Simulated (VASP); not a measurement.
# AlN (P6_3/mmc) in VASP: notebook

Runs on AlN. Level: LDA. Tasks: single point.

Program: VASP 6.6.1. These are calculated values, not measurements. Logs are shortened: lines on timing, memory, paths and dates and some standing lists are left out, and cuts for length are marked.

### Step 1. The cell of the first run

The structure is hexagonal, space group P6_3/mmc (No. 194). Conventional cell: a = 3.411 Å, b = 3.411 Å, c = 4.125 Å, α = 90.00°, β = 90.00°, γ = 120.00°. Al (site symmetry -6m2) has 5 N at 1.97 to 2.06 Å within 2.6 Å. Within 2.6 Å of N (site symmetry -6m2) lie 5 Al at 1.97 to 2.06 Å.

### Step 2. Single point, LDA (strain +0.030 along x and y, -0.015 along z)

INCAR reads:

```
PREC = Accurate ; ENCUT = 600
EDIFF = 1E-6 ; ISMEAR = 0
SIGMA = 0.05 ; LREAL = F
LASPH = T ; NELM = 120
ALGO = Normal ; ISIF = 2
LWAVE = F ; LCHARG = F
NBANDS = 16 ; GGA_COMPAT = F
```

KPOINTS reads:

```
Automatic mesh
0
Gamma
  9 9 6
```

POSCAR reads:

```
AlN
1.0
    3.4114792141      0.0000000000      0.0000000000
   -1.7057396070      2.9544276639      0.0000000000
    0.0000000000      0.0000000000      4.1247495550
Al N
2 2
Direct
    0.3333333333      0.6666666667      0.7500000000
    0.6666666667      0.3333333333      0.2500000000
    0.3333333333      0.6666666667      0.2500000000
    0.6666666667      0.3333333333      0.7500000000
```

Potentials or basis: VASP PAW LDA potentials, release 64 (Al, N).

Command:

```
> cat potpaw_LDA.64/Al/POTCAR potpaw_LDA.64/N/POTCAR > POTCAR
> mpirun -np 1 vasp_std > vasp.out
```

OUTCAR:

```text
PREC = Accurate
   ENCUT = 600
   EDIFF = 1E-6
   ISMEAR = 0
   LREAL = F
   LASPH = T
   NELM = 120
   ISIF = 2

 ion  position               nearest neighbor table
   1  0.333  0.667  0.750-   4 1.97   4 1.97   4 1.97   3 2.06   3 2.06   2 2.85   2 2.85   2 2.85
                             2 2.85   2 2.85   2 2.85
   2  0.667  0.333  0.250-   3 1.97   3 1.97   3 1.97   4 2.06   4 2.06   1 2.85   1 2.85   1 2.85
                             1 2.85   1 2.85   1 2.85
   3  0.333  0.667  0.250-   2 1.97   2 1.97   2 1.97   1 2.06   1 2.06
   4  0.667  0.333  0.750-   1 1.97   1 1.97   1 1.97   2 2.06   2 2.06

  LATTYP: Found a hexagonal cell.
 ALAT       =     3.4114792141
 C/A-ratio  =     1.2090794920

  Lattice vectors:

 A1 = (   3.4114792141,   0.0000000000,   0.0000000000)
 A2 = (  -1.7057396070,   2.9544276639,   0.0000000000)
 A3 = (   0.0000000000,   0.0000000000,   4.1247495550)

Analysis of symmetry for initial positions (statically):
=====================================================================
 Subroutine PRICEL returns:
 Original cell was already a primitive cell.

 Routine SETGRP: Setting up the symmetry group for a
 hexagonal supercell.

 Subroutine GETGRP returns: Found 24 space group operations
 (whereof 12 operations were pure point group operations)
 out of a pool of 24 trial point group operations.

The static configuration has the point symmetry D_3d.
 The point group associated with its full space group is D_6h.

Analysis of symmetry for dynamics (positions and initial velocities):
=====================================================================
 Subroutine PRICEL returns:
 Original cell was already a primitive cell.

 Routine SETGRP: Setting up the symmetry group for a
 hexagonal supercell.

 Subroutine GETGRP returns: Found 24 space group operations
 (whereof 12 operations were pure point group operations)
 out of a pool of 24 trial point group operations.

The dynamic configuration has the point symmetry D_3d.
 The point group associated with its full space group is D_6h.

 Subroutine INISYM returns: Found 24 space group operations
 (whereof 12 operations are pure point group operations),
 and found     1 'primitive' translations

----------------------------------------------------------------------------------------

                                     Primitive cell

  volume of cell :      41.5732

  direct lattice vectors                    reciprocal lattice vectors
     3.411479214  0.000000000  0.000000000     0.293127977  0.169237516  0.000000000
    -1.705739607  2.954427664  0.000000000     0.000000000  0.338475033  0.000000000
     0.000000000  0.000000000  4.124749555     0.000000000  0.000000000  0.242438962

  length of vectors
     3.411479214  3.411479214  4.124749555     0.338475033  0.338475033  0.242438962

  position of ions in fractional coordinates (direct lattice)
     0.333333333  0.666666667  0.750000000
     0.666666667  0.333333333  0.250000000
     0.333333333  0.666666667  0.250000000
     0.666666667  0.333333333  0.750000000

  ion indices of the primitive-cell ions
   primitive index   ion index
                 1           1
                 2           2
                 3           3
                 4           4

----------------------------------------------------------------------------------------

 KPOINTS: Automatic mesh

Automatic generation of k-mesh.
 Grid dimensions read from file:
 generate k-points for:    9    9    6

 Generating k-lattice:

  Cartesian coordinates                     Fractional coordinates (reciprocal lattice)
     0.032569775  0.018804168  0.000000000     0.111111111  0.000000000  0.000000000
     0.000000000  0.037608337  0.000000000     0.000000000  0.111111111  0.000000000
     0.000000000  0.000000000  0.040406494     0.000000000  0.000000000  0.166666667

  Length of vectors
     0.037608337  0.037608337  0.040406494

  Shift w.r.t. Gamma in fractional coordinates (k-lattice)
     0.000000000  0.000000000  0.000000000

 Subroutine IBZKPT returns following result:
 ===========================================

 Found     48 irreducible k-points:

 Following reciprocal coordinates:
            Coordinates               Weight
  0.000000  0.000000  0.000000      1.000000
  0.111111  0.000000  0.000000      6.000000
  0.222222  0.000000  0.000000      6.000000
  0.333333 -0.000000  0.000000      6.000000
  0.444444  0.000000  0.000000      6.000000
  0.111111  0.111111  0.000000      6.000000
[... 16 lines left out ...]
  0.333333  0.222222  0.166667     24.000000
  0.333333  0.333333  0.166667      4.000000
 [... further k-points ...]
   k-points           NKPTS =     48   k-points in BZ     NKDIM =     48   number of bands    NBANDS=     16
   number of dos      NEDOS =    301   number of ions     NIONS =      4
   total plane-waves  NPLWV =  28224
   dimension x,y,z NGX =    28 NGY =   28 NGZ =   36
   dimension x,y,z NGXF=    56 NGYF=   56 NGZF=   72
   ions per type =               2   2
   NGX,Y,Z   is equivalent  to a cutoff of  13.64, 13.64, 14.51 a.u.
   NGXF,Y,Z  is equivalent  to a cutoff of  27.29, 27.29, 29.02 a.u.
 SYSTEM =  unknown system
   PREC   = accura    normal or accurate (medium, high low for compatibility)
   ISTART =      0    job   : 0-new  1-cont  2-samecut
   ICHARG =      2    charge: 1-file 2-atom 10-const
   ISPIN  =      1    spin polarized calculation?
   LNONCOLLINEAR =      F non collinear calculations
   LSORBIT =      F    spin-orbit coupling
   LASPH  =      T    aspherical Exc in radial PAW
   ENCUT  =  600.0 eV  44.10 Ry    6.64 a.u.   6.81  6.81  8.24*2*pi/ulx,y,z
   NELM   =    120;   NELMIN=  2; NELMDL= -5     # of ELM steps
   EDIFF  = 0.1E-05   stopping-criterion for ELM
   LREAL  =      F    real-space projection
   EDIFFG = 0.1E-04   stopping-criterion for IOM
   NSW    =      0    number of steps for IOM
   IBRION =     -1    ionic relax: 0-MD 1-quasi-New 2-CG
   NFREE  =      0    steps in history (QN), initial steepest desc. (CG)
   ISIF   =      2    stress and relaxation
   ISYM   =      2    0-nonsym 1-usesym 2-fastsym
   POTIM  = 0.5000    time-step for ionic-motion
   TEBEG  =    0.0;   TEEND  =   0.0 temperature during run
   PSTRESS=    0.0 pullay stress
   NELECT =      16.0000    total number of electrons
   NUPDOWN=      -1.0000    fix difference up-down
   EMIN   =  10.00;   EMAX   =-10.00  energy-range for DOS
   EFERMI =   0.00;   METHOD = LEGACY
   ISMEAR =     0;   SIGMA  =   0.05  broadening in eV -4-tet -1-fermi 0-gaus
   EFERMI_NEDOS =   21; number of points for ismear=-14 and -15
   IALGO  =     38    algorithm
   IMIX   =      4    mixing-type and parameters
     AMIX     =   0.40;   BMIX     =  1.00
     AMIX_MAG =   1.60;   BMIX_MAG =  1.00
  volume/ion in A,a.u.               =      10.39        70.14
  Fermi-wavevector in a.u.,A,eV,Ry     =   1.190813  2.250310 19.293549  1.418036
  Thomas-Fermi vector in A             =   2.326889
   LORBIT       =      0    0 simple, 1 ext, 2 COOP (PROOUT), +10 PAW based schemes
   GGA     = CA    functional components
   LHFCALC =     F    Hartree Fock is set to
   AEXX    =    0.0000 exact exchange contribution
   IVDW    =     0    specifies the selected vdW correction
   LEPSILON=     F    determine dielectric tensor
   LRPA    =     F    only Hartree local field effects (RPA)
 non-spin polarized calculation
 Gauss-broadening in eV      SIGMA  =   0.05
  energy-cutoff  :      600.00
  volume of cell :       41.57
 maximum number of plane-waves:      1408
 NGX is ok and might be reduce to    28
   NGX = 13   NGY = 13   NGZ = 17

 number of electron      16.0000000 magnetization

 Free energy of the ion-electron system (eV)
  ---------------------------------------------------
  ext. energy  EPLUGINS =         0.00000000
  ---------------------------------------------------
  free energy    TOTEN  =       -32.27636221 eV

  energy without entropy =      -32.27636221  energy(sigma->0) =      -32.27636221

 E-fermi :   7.2787     XC(G=0): -11.2860

 val. band max:        6.9828613048   @ k =   0.0000   0.0000   0.0000
 cond. band min:      10.0870548552   @ k =   0.0000   0.0000   0.0000
 fundamental gap:      3.1041935504
 Fermi energy:         7.2786951346

 k-point     1 :       0.0000    0.0000    0.0000
  band No.  band energies     occupation
      1      -9.1240      2.00000
      2      -5.3903      2.00000
      3       0.6293      2.00000
      4       3.8990      2.00000
      5       3.8990      2.00000
      6       5.7461      2.00000
[... 8 lines left out ...]
     15      18.6529      0.00000
     16      18.6529      0.00000

 k-point     2 :       0.1111    0.0000    0.0000
  band No.  band energies     occupation
      1      -8.9926      2.00000
      2      -5.4065      2.00000
      3       0.7682      2.00000
      4       3.4406      2.00000
      5       3.7046      2.00000
      6       5.2645      2.00000
[... 8 lines left out ...]
     15      18.1344      0.00000
     16      18.1991      0.00000

 k-point     3 :       0.2222    0.0000    0.0000
  band No.  band energies     occupation
      1      -8.6155      2.00000
      2      -5.4948      2.00000
      3       1.1722      2.00000
      4       2.4616      2.00000
      5       3.3066      2.00000
      6       4.4168      2.00000
[... 8 lines left out ...]
     15      17.2544      0.00000
     16      19.0430      0.00000

 k-point     4 :       0.3333   -0.0000    0.0000
  band No.  band energies     occupation
      1      -8.0548      2.00000
      2      -5.7403      2.00000
      3       1.5739      2.00000
      4       1.7911      2.00000
      5       2.9457      2.00000
      6       3.7080      2.00000
[... 8 lines left out ...]
     15      17.6918      0.00000
     16      19.8780      0.00000

 k-point     5 :       0.4444    0.0000    0.0000
  band No.  band energies     occupation
      1      -7.4918      2.00000
      2      -6.1130      2.00000
      3       1.0964      2.00000
      4       2.4409      2.00000
      5       2.7423      2.00000
      6       3.3098      2.00000
[... 8 lines left out ...]
     15      19.2491      0.00000
     16      20.2334      0.00000

 k-point     6 :       0.1111    0.1111    0.0000
  band No.  band energies     occupation
      1      -8.7380      2.00000
      2      -5.4585      2.00000
      3       1.0401      2.00000
      4       2.9342      2.00000
      5       3.1132      2.00000
      6       4.8207      2.00000
[... 8 lines left out ...]
     15      17.9624      0.00000
     16      18.7626      0.00000
[... 267 lines left out ...]
 k-point    21 :       0.4444    0.1111    0.1667
  band No.  band energies     occupation
      1      -7.1885      2.00000
      2      -6.2512      2.00000
      3       0.5825      2.00000
      4       2.1283      2.00000
      5       2.3217      2.00000
      6       3.7533      2.00000
[... 8 lines left out ...]
     15      18.7123      0.00000
     16      20.0743      0.00000

 k-point    22 :       0.2222    0.2222    0.1667
  band No.  band energies     occupation
      1      -7.6097      2.00000
      2      -5.9846      2.00000
      3       1.0835      2.00000
      4       1.4858      2.00000
      5       3.0254      2.00000
      6       3.6716      2.00000
[... 8 lines left out ...]
     15      18.5811      0.00000
     16      19.9186      0.00000

 k-point    23 :       0.3333    0.2222    0.1667
  band No.  band energies     occupation
      1      -7.0885      2.00000
      2      -6.2846      2.00000
      3       0.8651      2.00000
      4       1.5483      2.00000
      5       2.2850      2.00000
      6       4.1401      2.00000
[... 8 lines left out ...]
     15      18.4870      0.00000
     16      19.8207      0.00000

 k-point    24 :       0.3333    0.3333    0.1667
  band No.  band energies     occupation
      1      -6.6442      2.00000
      2      -6.6442      2.00000
      3       0.8681      2.00000
      4       1.7586      2.00000
      5       1.7586      2.00000
      6       4.5540      2.00000
[... 8 lines left out ...]
     15      18.1803      0.00000
     16      19.7659      0.00000

 [... further k-points ...]

------------------------ aborting loop because EDIFF is reached ----------------------------------------

  FORCE on cell =-STRESS in cart. coord.  units (eV):
  Direction    XX          YY          ZZ          XY          YZ          ZX
  --------------------------------------------------------------------------------------
  -------------------------------------------------------------------------------------
  Total       -4.8938192     -4.8938192     -3.1068376     -0.0000000      0.0000000      0.0000000
  in kB     -188.6013650   -188.6013650   -119.7334412     -0.0000000      0.0000000      0.0000000
  external PRESSURE =    -165.6453904 kB  Pullay stress =       0.0000000 kB

 VOLUME and BASIS-vectors are now :
 -----------------------------------------------------------------------------
  energy-cutoff  :      600.00
  volume of cell :       41.57
      direct lattice vectors                 reciprocal lattice vectors
     3.411479214  0.000000000  0.000000000     0.293127977  0.169237516  0.000000000
    -1.705739607  2.954427664  0.000000000     0.000000000  0.338475033  0.000000000
     0.000000000  0.000000000  4.124749555     0.000000000  0.000000000  0.242438962

 POSITION                                       TOTAL-FORCE (eV/Angst)
 -----------------------------------------------------------------------------------
     -0.00000      1.96962      3.09356        -0.000000      0.000000      0.000000
      1.70574      0.98481      1.03119         0.000000      0.000000      0.000000
     -0.00000      1.96962      1.03119        -0.000000      0.000000      0.000000
      1.70574      0.98481      3.09356         0.000000     -0.000000      0.000000
 -----------------------------------------------------------------------------------
    total drift:                               -0.000000     -0.000000     -0.000000

  FREE ENERGIE OF THE ION-ELECTRON SYSTEM (eV)
  ---------------------------------------------------
  free  energy   TOTEN  =       -32.2763622074 eV

  energy  without entropy=      -32.2763622074  energy(sigma->0) =      -32.27636221
```

Run time: 24 s. Hardware: 1 thread of Intel Xeon Platinum 8375C at 2.90GHz (Ice Lake), shared host; peak memory 0.16 GiB.

What came out:

```
Free energy            : -32.2764 eV
Pressure               : -16.6 GPa
Band gap on the k mesh : 3.10 eV, direct
```

Levels at points of the mesh, in eV from the valence-band top:
```tsv
k point	band 4	band 5	band 6	band 7	band 8	band 9	band 10	band 11	band 12	band 13
(0.00, 0.00, 0.00)	-3.08	-3.08	-1.24	-1.24	0.00	3.10	3.93	7.79	7.79	10.90
(0.00, 0.00, 0.50)	-3.49	-2.20	-2.20	-2.20	-2.20	5.48	5.48	7.95	7.95	7.95
```

Caveat: the cell differs from its parent crystal (strain +0.030 along x and y, -0.015 along z).

### Step 3. Single point, LDA (strain +0.015 along x and y, +0.015 along z)

INCAR reads:

```
  ALGO = Normal
  EDIFF = 1E-6
  ENCUT = 600
  GGA_COMPAT = False
  ISIF = 2
  ISMEAR = 0
  LASPH = True
  LCHARG = False
  LREAL = False
  LWAVE = False
  NBANDS = 16
  NELM = 120
  PREC = Accurate
  SIGMA = 0.05
```

KPOINTS reads:

```
k-points
0
Gamma
  9 9 6
```

POSCAR reads:

```
AlN
1.0
    3.3617974779      0.0000000000      0.0000000000
   -1.6808987390      2.9114020183      0.0000000000
    0.0000000000      0.0000000000      4.2503764450
Al N
2 2
Direct
    0.3333333333      0.6666666667      0.7500000000
    0.6666666667      0.3333333333      0.2500000000
    0.3333333333      0.6666666667      0.2500000000
    0.6666666667      0.3333333333      0.7500000000
```

Potentials or basis: VASP PAW LDA potentials, release 64 (Al, N).

Command:

```
> cat potpaw_LDA.64/Al/POTCAR potpaw_LDA.64/N/POTCAR > POTCAR
> mpirun -np 1 vasp_std > vasp.out
```

Run time: 25 s. Hardware: 1 thread of Intel Xeon Platinum 8375C at 2.90GHz (Ice Lake), shared host; peak memory 0.16 GiB.

Results (log left out):

```
Free energy            : -32.3046 eV
Pressure               : -16.2 GPa
Band gap on the k mesh : 2.95 eV, direct
```

Stress tensor (GPa, compression positive):
```
-16.61   0.00   0.00
  0.00 -16.61   0.00
  0.00   0.00 -15.30
```

Levels at points of the mesh, in eV from the valence-band top:
```
           k point  band 5  band 6  band 7  band 8  band 9  band 10  band 11  band 12
(0.00, 0.00, 0.00)   -3.14   -1.52   -1.52    0.00    2.95     3.89     7.82     7.82
(0.00, 0.00, 0.50)   -2.37   -2.37   -2.37   -2.37    5.29     5.29     8.04     8.04
```

Caveat: the cell differs from its parent crystal (strain +0.015 along x and y, +0.015 along z).
